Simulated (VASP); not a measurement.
# CdSe (R3m) in VASP: notebook

CdSe is run at these levels: PBEsol; tasks: single point.

Everything below comes from runs of VASP 6.6.1. Logs are shortened: lines on timing, memory, paths and dates and some standing lists are left out, and cuts for length are marked.

## 1. The cell of the first run

The structure is trigonal, space group R3m (No. 160). Conventional cell: a = 3.898 Å, b = 3.898 Å, c = 10.773 Å, α = 90.00°, β = 90.00°, γ = 120.00°. Cd (site symmetry 3m) has 4 Se at 2.42 to 2.69 Å within 3.2 Å. Within 3.2 Å of Se (site symmetry 3m) lie 4 Cd at 2.42 to 2.69 Å.

## 2. Single point, PBEsol

INCAR reads:

```
SYSTEM = CdSe
PREC = Accurate
ENCUT = 520
EDIFF = 1E-6
ISMEAR = 0
SIGMA = 0.05
LREAL = .FALSE.
LASPH = .TRUE.
NELM = 80
ALGO = Normal
ISIF = 2
LWAVE = .FALSE.
LCHARG = .FALSE.
GGA = PS
NBANDS = 16
```

KPOINTS reads:

```
Automatic mesh
0
G
  10 10 10
  0 0 0
```

POSCAR reads:

```
CdSe
1.0
    0.0000000000      2.7565076922      2.7565076922
    2.7565076922      0.0000000000      2.7565076922
    2.9920972163      2.9920972163     -0.2355895241
Cd Se
1 1
Direct
    0.0000000000      0.0000000000      0.0000000000
    0.7500000000      0.7500000000      0.7500000000
```

Potentials or basis: VASP PAW PBE potentials, release 64 (Cd, Se).

Launch:

```
> cat potpaw_PBE.64/Cd/POTCAR potpaw_PBE.64/Se/POTCAR > POTCAR
> mpirun -np 1 vasp_std > vasp.out
```

OUTCAR:

```text
SYSTEM = CdSe
   PREC = Accurate
   ENCUT = 520
   EDIFF = 1E-6
   ISMEAR = 0
   LREAL = .FALSE.
   LASPH = .TRUE.
   NELM = 80
   ISIF = 2
   GGA = PS

 ion  position               nearest neighbor table
   1  0.000  0.000  0.000-   2 2.42   2 2.42   2 2.42   2 2.69
   2  0.750  0.750  0.750-   1 2.42   1 2.42   1 2.42   1 2.69

  LATTYP: Found a trigonal (rhomboedric) cell.
 ALAT       =     4.2380176884
 COS(alpha) =     0.5769488427

  Lattice vectors:

 A1 = (   2.9920972163,   0.2355895241,  -2.9920972163)
 A2 = (   0.2355895241,   2.9920972163,  -2.9920972163)
 A3 = (   2.9920972163,   2.9920972163,  -0.2355895241)

Analysis of symmetry for initial positions (statically):
=====================================================================
 Subroutine PRICEL returns:
 Original cell was already a primitive cell.

 Routine SETGRP: Setting up the symmetry group for a
 trigonal (rhombohedral) supercell.

 Subroutine GETGRP returns: Found  6 space group operations
 (whereof  6 operations were pure point group operations)
 out of a pool of 12 trial point group operations.

The static configuration has the point symmetry C_3v.

Analysis of symmetry for dynamics (positions and initial velocities):
=====================================================================
 Subroutine PRICEL returns:
 Original cell was already a primitive cell.

 Routine SETGRP: Setting up the symmetry group for a
 trigonal (rhombohedral) supercell.

 Subroutine GETGRP returns: Found  6 space group operations
 (whereof  6 operations were pure point group operations)
 out of a pool of 12 trial point group operations.

The dynamic configuration has the point symmetry C_3v.

 Subroutine INISYM returns: Found  6 space group operations
 (whereof  6 operations are pure point group operations),
 and found     1 'primitive' translations

----------------------------------------------------------------------------------------

                                     Primitive cell

  volume of cell :      47.2600

  direct lattice vectors                    reciprocal lattice vectors
     0.000000000  2.756507692  2.756507692    -0.174518387  0.188259486  0.174518387
     2.756507692  0.000000000  2.756507692     0.188259486 -0.174518387  0.174518387
     2.992097216  2.992097216 -0.235589524     0.160777289  0.160777289 -0.160777289

  length of vectors
     3.898290563  3.898290563  4.238017688     0.310410969  0.310410969  0.278474432

  position of ions in fractional coordinates (direct lattice)
     0.000000000  0.000000000  0.000000000
     0.750000000  0.750000000  0.750000000

  ion indices of the primitive-cell ions
   primitive index   ion index
                 1           1
                 2           2

----------------------------------------------------------------------------------------

 KPOINTS: Automatic mesh

Automatic generation of k-mesh.
 Grid dimensions read from file:
 generate k-points for:   10   10   10

 Generating k-lattice:

  Cartesian coordinates                     Fractional coordinates (reciprocal lattice)
    -0.017451839  0.018825949  0.017451839     0.100000000  0.000000000  0.000000000
     0.018825949 -0.017451839  0.017451839     0.000000000  0.100000000  0.000000000
     0.016077729  0.016077729 -0.016077729     0.000000000  0.000000000  0.100000000

  Length of vectors
     0.031041097  0.031041097  0.027847443

  Shift w.r.t. Gamma in fractional coordinates (k-lattice)
     0.000000000  0.000000000  0.000000000

 Subroutine IBZKPT returns following result:
 ===========================================

 Found    116 irreducible k-points:

 Following reciprocal coordinates:
            Coordinates               Weight
  0.000000  0.000000  0.000000      1.000000
  0.100000  0.000000  0.000000      6.000000
  0.200000  0.000000  0.000000      6.000000
  0.300000  0.000000 -0.000000      6.000000
  0.400000  0.000000  0.000000      6.000000
  0.500000  0.000000  0.000000      3.000000
[... 16 lines left out ...]
  0.300000  0.300000 -0.000000      6.000000
  0.400000  0.300000  0.000000     12.000000
 [... further k-points ...]
   k-points           NKPTS =    116   k-points in BZ     NKDIM =    116   number of bands    NBANDS=     16
   number of dos      NEDOS =    301   number of ions     NIONS =      2
   total plane-waves  NPLWV =  28800
   dimension x,y,z NGX =    30 NGY =   30 NGZ =   32
   dimension x,y,z NGXF=    60 NGYF=   60 NGZF=   64
   ions per type =               1   1
   NGX,Y,Z   is equivalent  to a cutoff of  12.79, 12.79, 12.55 a.u.
   NGXF,Y,Z  is equivalent  to a cutoff of  25.59, 25.59, 25.11 a.u.
 SYSTEM =  CdSe
   PREC   = accura    normal or accurate (medium, high low for compatibility)
   ISTART =      0    job   : 0-new  1-cont  2-samecut
   ICHARG =      2    charge: 1-file 2-atom 10-const
   ISPIN  =      1    spin polarized calculation?
   LNONCOLLINEAR =      F non collinear calculations
   LSORBIT =      F    spin-orbit coupling
   LASPH  =      T    aspherical Exc in radial PAW
   ENCUT  =  520.0 eV  38.22 Ry    6.18 a.u.   7.25  7.25  7.88*2*pi/ulx,y,z
   NELM   =     80;   NELMIN=  2; NELMDL= -5     # of ELM steps
   EDIFF  = 0.1E-05   stopping-criterion for ELM
   LREAL  =      F    real-space projection
   EDIFFG = 0.1E-04   stopping-criterion for IOM
   NSW    =      0    number of steps for IOM
   IBRION =     -1    ionic relax: 0-MD 1-quasi-New 2-CG
   NFREE  =      0    steps in history (QN), initial steepest desc. (CG)
   ISIF   =      2    stress and relaxation
   ISYM   =      2    0-nonsym 1-usesym 2-fastsym
   POTIM  = 0.5000    time-step for ionic-motion
   TEBEG  =    0.0;   TEEND  =   0.0 temperature during run
   PSTRESS=    0.0 pullay stress
   NELECT =      18.0000    total number of electrons
   NUPDOWN=      -1.0000    fix difference up-down
   EMIN   =  10.00;   EMAX   =-10.00  energy-range for DOS
   EFERMI =   0.00;   METHOD = LEGACY
   ISMEAR =     0;   SIGMA  =   0.05  broadening in eV -4-tet -1-fermi 0-gaus
   EFERMI_NEDOS =   21; number of points for ismear=-14 and -15
   IALGO  =     38    algorithm
   IMIX   =      4    mixing-type and parameters
     AMIX     =   0.40;   BMIX     =  1.00
     AMIX_MAG =   1.60;   BMIX_MAG =  1.00
  volume/ion in A,a.u.               =      23.63       159.46
  Fermi-wavevector in a.u.,A,eV,Ry     =   1.186682  2.242504 19.159923  1.408215
  Thomas-Fermi vector in A             =   2.322850
   LORBIT       =      0    0 simple, 1 ext, 2 COOP (PROOUT), +10 PAW based schemes
   GGA     = PS    functional components
   LHFCALC =     F    Hartree Fock is set to
   AEXX    =    0.0000 exact exchange contribution
   IVDW    =     0    specifies the selected vdW correction
   LEPSILON=     F    determine dielectric tensor
   LRPA    =     F    only Hartree local field effects (RPA)
 non-spin polarized calculation
 Gauss-broadening in eV      SIGMA  =   0.05
  energy-cutoff  :      520.00
  volume of cell :       47.26
 maximum number of plane-waves:      1289
 NGX is ok and might be reduce to    30
   NGX = 15   NGY = 15   NGZ = 15

 number of electron      18.0000001 magnetization

 Free energy of the ion-electron system (eV)
  ---------------------------------------------------
  ext. energy  EPLUGINS =         0.00000000
  ---------------------------------------------------
  free energy    TOTEN  =        -5.60110399 eV

  energy without entropy =       -5.60110399  energy(sigma->0) =       -5.60110399

 E-fermi :   2.8814     XC(G=0):  -9.9130

 val. band max:        2.6050523996   @ k =   0.0000   0.0000   0.0000
 cond. band min:       3.0896348854   @ k =   0.0000   0.0000   0.0000
 fundamental gap:      0.4845824858
 Fermi energy:         2.8814265358

 k-point     1 :       0.0000    0.0000    0.0000
  band No.  band energies     occupation
      1     -11.4596      2.00000
      2      -6.4270      2.00000
      3      -6.4270      2.00000
      4      -6.2768      2.00000
      5      -5.7595      2.00000
      6      -5.7595      2.00000
[... 8 lines left out ...]
     15      13.9563      0.00000
     16      13.9563      0.00000

 k-point     2 :       0.1000    0.0000    0.0000
  band No.  band energies     occupation
      1     -11.4025      2.00000
      2      -6.4033      2.00000
      3      -6.4000      2.00000
      4      -6.2532      2.00000
      5      -5.7647      2.00000
      6      -5.7609      2.00000
[... 8 lines left out ...]
     15      13.2703      0.00000
     16      13.5235      0.00000

 k-point     3 :       0.2000    0.0000    0.0000
  band No.  band energies     occupation
      1     -11.2514      2.00000
      2      -6.3442      2.00000
      3      -6.3072      2.00000
      4      -6.1813      2.00000
      5      -5.7716      2.00000
      6      -5.7594      2.00000
[... 8 lines left out ...]
     15      12.9049      0.00000
     16      12.9174      0.00000

 k-point     4 :       0.3000    0.0000   -0.0000
  band No.  band energies     occupation
      1     -11.0625      2.00000
      2      -6.2800      2.00000
      3      -6.2087      2.00000
      4      -5.9782      2.00000
      5      -5.7569      2.00000
      6      -5.7437      2.00000
[... 8 lines left out ...]
     15      12.6239      0.00000
     16      13.5227      0.00000

 k-point     5 :       0.4000    0.0000    0.0000
  band No.  band energies     occupation
      1     -10.9094      2.00000
      2      -6.2387      2.00000
      3      -6.1752      2.00000
      4      -5.7599      2.00000
      5      -5.7159      2.00000
      6      -5.5389      2.00000
[... 8 lines left out ...]
     15      13.5267      0.00000
     16      14.9063      0.00000

 k-point     6 :       0.5000    0.0000    0.0000
  band No.  band energies     occupation
      1     -10.8512      2.00000
      2      -6.2260      2.00000
      3      -6.1689      2.00000
      4      -5.7380      2.00000
      5      -5.7011      2.00000
      6      -5.2468      2.00000
[... 8 lines left out ...]
     15      13.8304      0.00000
     16      15.8819      0.00000

 k-point     7 :       0.1000    0.1000    0.0000
  band No.  band energies     occupation
      1     -11.3899      2.00000
      2      -6.4022      2.00000
      3      -6.3950      2.00000
      4      -6.2421      2.00000
      5      -5.7734      2.00000
      6      -5.7518      2.00000
[... 8 lines left out ...]
     15      13.7287      0.00000
     16      13.9881      0.00000

 k-point     8 :       0.2000    0.1000    0.0000
  band No.  band energies     occupation
      1     -11.2755      2.00000
      2      -6.3587      2.00000
      3      -6.3281      2.00000
      4      -6.1870      2.00000
      5      -5.7829      2.00000
      6      -5.7460      2.00000
[... 8 lines left out ...]
     15      13.2847      0.00000
     16      14.3103      0.00000

 k-point     9 :       0.3000    0.1000    0.0000
  band No.  band energies     occupation
      1     -11.1013      2.00000
      2      -6.2980      2.00000
      3      -6.2079      2.00000
      4      -6.0639      2.00000
      5      -5.7694      2.00000
      6      -5.7336      2.00000
[... 8 lines left out ...]
     15      13.3324      0.00000
     16      13.8012      0.00000
[... 172 lines left out ...]
 k-point    19 :       0.5000    0.2000    0.0000
  band No.  band energies     occupation
      1     -10.8100      2.00000
      2      -6.2160      2.00000
      3      -6.0553      2.00000
      4      -5.8534      2.00000
      5      -5.7163      2.00000
      6      -5.2628      2.00000
[... 8 lines left out ...]
     15      14.1618      0.00000
     16      15.4557      0.00000

 k-point    20 :      -0.4000    0.2000    0.0000
  band No.  band energies     occupation
      1     -10.7865      2.00000
      2      -6.2100      2.00000
      3      -6.0603      2.00000
      4      -5.7920      2.00000
      5      -5.7488      2.00000
      6      -5.1312      2.00000
[... 8 lines left out ...]
     15      13.9066      0.00000
     16      15.2714      0.00000

 k-point    21 :      -0.3000    0.2000   -0.0000
  band No.  band energies     occupation
      1     -10.8547      2.00000
      2      -6.2191      2.00000
      3      -6.0752      2.00000
      4      -5.8482      2.00000
      5      -5.7612      2.00000
      6      -5.4314      2.00000
[... 8 lines left out ...]
     15      14.7771      0.00000
     16      15.9954      0.00000

 k-point    22 :      -0.2000    0.2000    0.0000
  band No.  band energies     occupation
      1     -10.9906      2.00000
      2      -6.2536      2.00000
      3      -6.1082      2.00000
      4      -6.0059      2.00000
      5      -5.7897      2.00000
      6      -5.6630      2.00000
[... 8 lines left out ...]
     15      14.8282      0.00000
     16      15.7278      0.00000

 k-point    23 :       0.3000    0.3000   -0.0000
  band No.  band energies     occupation
      1     -10.9766      2.00000
      2      -6.1992      2.00000
      3      -6.1908      2.00000
      4      -6.0143      2.00000
      5      -5.7218      2.00000
      6      -5.7019      2.00000
[... 8 lines left out ...]
     15      14.5051      0.00000
     16      16.3160      0.00000

 k-point    24 :       0.4000    0.3000    0.0000
  band No.  band energies     occupation
      1     -10.8623      2.00000
      2      -6.1880      2.00000
      3      -6.0857      2.00000
      4      -5.9591      2.00000
      5      -5.6917      2.00000
      6      -5.5554      2.00000
[... 8 lines left out ...]
     15      14.8192      0.00000
     16      16.7495      0.00000

 [... further k-points ...]

------------------------ aborting loop because EDIFF is reached ----------------------------------------

  FORCE on cell =-STRESS in cart. coord.  units (eV):
  Direction    XX          YY          ZZ          XY          YZ          ZX
  --------------------------------------------------------------------------------------
  -------------------------------------------------------------------------------------
  Total        4.8111841      4.8111841      4.8111841     -1.7491171      1.7491171      1.7491171
  in kB      163.1055870    163.1055870    163.1055870    -59.2974147     59.2974147     59.2974147
  external PRESSURE =     163.1055870 kB  Pullay stress =       0.0000000 kB

 VOLUME and BASIS-vectors are now :
 -----------------------------------------------------------------------------
  energy-cutoff  :      520.00
  volume of cell :       47.26
      direct lattice vectors                 reciprocal lattice vectors
     0.000000000  2.756507692  2.756507692    -0.174518387  0.188259486  0.174518387
     2.756507692  0.000000000  2.756507692     0.188259486 -0.174518387  0.174518387
     2.992097216  2.992097216 -0.235589524     0.160777289  0.160777289 -0.160777289

 POSITION                                       TOTAL-FORCE (eV/Angst)
 -----------------------------------------------------------------------------------
      0.00000      0.00000      0.00000         0.907951      0.907951     -0.907951
      4.31145      4.31145      3.95807        -0.907951     -0.907951      0.907951
 -----------------------------------------------------------------------------------
    total drift:                               -0.000332     -0.000332      0.000334

  FREE ENERGIE OF THE ION-ELECTRON SYSTEM (eV)
  ---------------------------------------------------
  free  energy   TOTEN  =        -5.6011039894 eV

  energy  without entropy=       -5.6011039894  energy(sigma->0) =       -5.60110399
```

It took 33 s on 1 thread of Intel Xeon 6975P-C (Granite Rapids), shared host; peak memory 0.23 GiB.

Results:

```
Free energy            : -5.6011 eV
Pressure               : 16.3 GPa
Largest force          : 1.573 eV/Å
Band gap on the k mesh : 0.48 eV, direct
```

Forces in eV/Å, atoms in the order of the input:
```
Cd   0.908  0.908 -0.908
Se  -0.908 -0.908  0.908
```

Caveat: the PAW data sets were made with another functional, which shifts forces and pressure a little. A hybrid or GW would open this gap; PBEsol tends to underestimate it.

[end of part 1 of 2]
